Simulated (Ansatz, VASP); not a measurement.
Two plane-wave programs on Ta

The input INCAR:

```
SYSTEM = Ta
PREC = Accurate
ENCUT = 600
EDIFF = 1E-7
ISMEAR = 0
SIGMA = 0.3
LREAL = .FALSE.
LASPH = .TRUE.
NELM = 60
ALGO = Fast
ISIF = 3
LWAVE = .FALSE.
LCHARG = .FALSE.
GGA = PE
IBRION = 2
NSW = 80
EDIFFG = -0.005
```

Contents of KPOINTS:

```
Automatic mesh
0
G
  32 32 32
  0 0 0
```

The input POSCAR:

```
Ta
1.0
   -1.6550000000      1.6550000000      1.6550000000
    1.6550000000     -1.6550000000      1.6550000000
    1.6550000000      1.6550000000     -1.6550000000
Ta
1
Direct
    0.0000000000      0.0000000000      0.0000000000
```

Input for Ansatz:

```yaml
crystal:
  lattice:
    - [-1.655, 1.655, 1.655]
    - [1.655, -1.655, 1.655]
    - [1.655, 1.655, -1.655]
  atoms:
    - { symbol: Ta, position: [0.0, 0.0, 0.0] }
scf:
  occupations: { method: gaussian, width: 0.3 }
output:
  forces: true
  stress: true
  eigenvalues: true
hamiltonian:
  xc: pbe
kpoints:
  mp_grid: { grid: [32, 32, 32] }
relax:
  f_tol: 0.005
  max_steps: 60
  cell: { stress_tol: 0.02 }
```

Alike in both runs: task relaxation of cell and atoms; functional PBE; k mesh 32 × 32 × 32; occupations gaussian, width 0.3 eV; no spin polarisation.

```csv
,VASP,Ansatz
version,VASP 6.6.1,Ansatz 0.2.0
potentials or method,"VASP PAW PBE potentials, release 64 (Ta_pv)","scalar-relativistic, plane waves, PAW"
plane-wave cutoff (eV),600,420
valence electrons in the cell,11,13
```

Ansatz gave:

```
gap on the k mesh at the Fermi level, each at its own relaxed structure (eV) : none
relaxed volume (Å³/atom)                                                     : 18.31
relaxed cell length with the largest relative difference (Å)                 : 2.876
```

Question: What did VASP give for the same quantities?

Answer: gap on the k mesh at the Fermi level, each at its own relaxed structure (eV): none; relaxed volume (Å³/atom): 18.32; relaxed cell length with the largest relative difference (Å): 2.877.

A gap of «none» marks a metal or a gap that the smearing closes. VASP's potentials hold 11 valence electrons a cell and Ansatz's 13, so a difference there can come from the potentials and not from the codes.

Spin-orbit coupling is off throughout.
